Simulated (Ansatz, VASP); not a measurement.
C: VASP beside Ansatz

INCAR

```
PREC = Accurate
ENCUT = 520
EDIFF = 1E-6
ISMEAR = 0
SIGMA = 0.05
LREAL = False
LASPH = True
NELM = 100
ALGO = Normal
ISIF = 2
LWAVE = False
LCHARG = False
GGA = PE
NBANDS = 36
```

KPOINTS

```
Automatic mesh
0
Gamma
  12 12 2
```

Contents of POSCAR:

```
C
1.0
    2.5961621202     -0.0923780017     -0.0923780017
   -1.3780827563      2.2945313493     -0.0338126954
   -0.4555269730     -0.4555269730     12.8019858714
C
12
Direct
    0.0000000000      0.0000000000      0.1868593266
    0.0000000000      0.0000000000      0.6868593266
    0.0000000000      0.0000000000      0.3131406734
    0.0000000000      0.0000000000      0.8131406734
    0.3333333333      0.6666666667      0.5207665411
    0.6666666667      0.3333333333      0.0207665411
    0.3333333333      0.6666666667      0.9792334589
    0.6666666667      0.3333333333      0.4792334589
    0.3333333333      0.6666666667      0.6450950823
    0.6666666667      0.3333333333      0.1450950823
    0.3333333333      0.6666666667      0.8549049177
    0.6666666667      0.3333333333      0.3549049177
```

Input for Ansatz:

```yaml
crystal:
  lattice:
    - [2.5961621202, -0.0923780017, -0.0923780017]
    - [-1.3780827563, 2.2945313493, -0.0338126954]
    - [-0.455526973, -0.455526973, 12.8019858714]
  atoms:
    - { symbol: C, position: [0.0, 0.0, 0.1868593266] }
    - { symbol: C, position: [0.0, 0.0, 0.6868593266] }
    - { symbol: C, position: [0.0, 0.0, 0.3131406734] }
    - { symbol: C, position: [0.0, 0.0, 0.8131406734] }
    - { symbol: C, position: [0.3333333333, 0.6666666667, 0.5207665411] }
    - { symbol: C, position: [0.6666666667, 0.3333333333, 0.0207665411] }
    - { symbol: C, position: [0.3333333333, 0.6666666667, 0.9792334589] }
    - { symbol: C, position: [0.6666666667, 0.3333333333, 0.4792334589] }
    - { symbol: C, position: [0.3333333333, 0.6666666667, 0.6450950823] }
    - { symbol: C, position: [0.6666666667, 0.3333333333, 0.1450950823] }
    - { symbol: C, position: [0.3333333333, 0.6666666667, 0.8549049177] }
    - { symbol: C, position: [0.6666666667, 0.3333333333, 0.3549049177] }
basis:
  ecutwfc: 520.0
kpoints:
  mp_grid: { grid: [12, 12, 2] }
hamiltonian:
  xc: pbe
  pseudopotentials: { kind: paw, azcp: { folder: soft_1 } }
scf:
  occupations: { method: gaussian, width: 0.05 }
output:
  forces: true
  stress: true
  eigenvalues: true
```

Change from the starting cell: equal engineering shear yz, xz and xy -0.0733, equal normal strain along x, y and z +0.0300.

Alike in both runs: task single point; functional PBE; k mesh 12 × 12 × 2; occupations gaussian, width 0.05 eV; no spin polarisation.

|  | VASP | Ansatz |
| --- | --- | --- |
| version | VASP 6.6.1 | Ansatz 0.2.0 |
| potentials or method | VASP PAW PBE potentials, release 64 (C), cutoff 520 eV | scalar-relativistic, plane waves, PAW |
| valence electrons in the cell | 48 | 48 |

VASP gave:

```
gap on the k mesh at the Fermi level (eV)                     : 2.39
least direct gap on the mesh (eV)                             : 3.50
pressure (GPa)                                                : -28.2
traceless stress, the component that is largest in VASP (GPa) : 32.10
rms of the force components (eV/Å)                            : 0.171
```

Q: What did Ansatz give for the same quantities?

A: gap on the k mesh at the Fermi level (eV): 2.40; least direct gap on the mesh (eV): 3.50; pressure (GPa): -28.6; traceless stress, the component that is largest in VASP (GPa): 31.97; rms of the force components (eV/Å): 0.163.

Atom by atom the forces differ by 0.012 eV/Å (rms over components). Both programs put the cell under strong tension, so it lies far from rest at this level.
